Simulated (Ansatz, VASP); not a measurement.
# Cu, level by level in two programs

```
Cu
1.0
     2.49985    0.00000    0.00000
    -1.24992    2.16493    0.00000
     0.00000    0.00000    4.05699
Cu
2
Direct
  0.66667 0.33333 0.75000
  0.33333 0.66667 0.25000
```

Single points on this cell with VASP 6.6.1 and Ansatz 0.2.0. Each row is one pair of runs. Alike in all rows: spin: off; k mesh: 12 × 12 × 7; smearing: fermi-dirac, width 0.05 eV.

```csv
level,"VASP's potentials, cutoff","Ansatz's potentials, cutoff","gap on the k mesh at the Fermi level (eV), VASP","gap on the k mesh at the Fermi level (eV), Ansatz","pressure (GPa), VASP","pressure (GPa), Ansatz"
LDA,"VASP PAW LDA potentials, release 64 (Cu), 520 eV","Ansatz PAW, 420 eV",none,?,-0.3,?
r2SCAN,"VASP PAW PBE potentials, release 64 (Cu), 520 eV","Ansatz PAW, 500 eV",none,none,8.5,7.8
PBEsol,"VASP PAW PBE potentials, release 64 (Cu), 520 eV","Ansatz PAW, 420 eV",none,none,7.4,5.8
r2SCAN,"VASP PAW PBE potentials, release 64 (Cu_sv_GW), 770 eV","Ansatz PAW, 500 eV",none,none,3.9,7.8
```

Q: Fill in what Ansatz gave in row 1.

A: gap on the k mesh at the Fermi level (eV): none; pressure (GPa): -1.2.

VASP's potentials hold 22 valence electrons a cell and Ansatz's 38 in some rows, so a difference there can come from the potentials and not from the codes.

A gap of «none» marks a metal or a gap that the smearing closes.
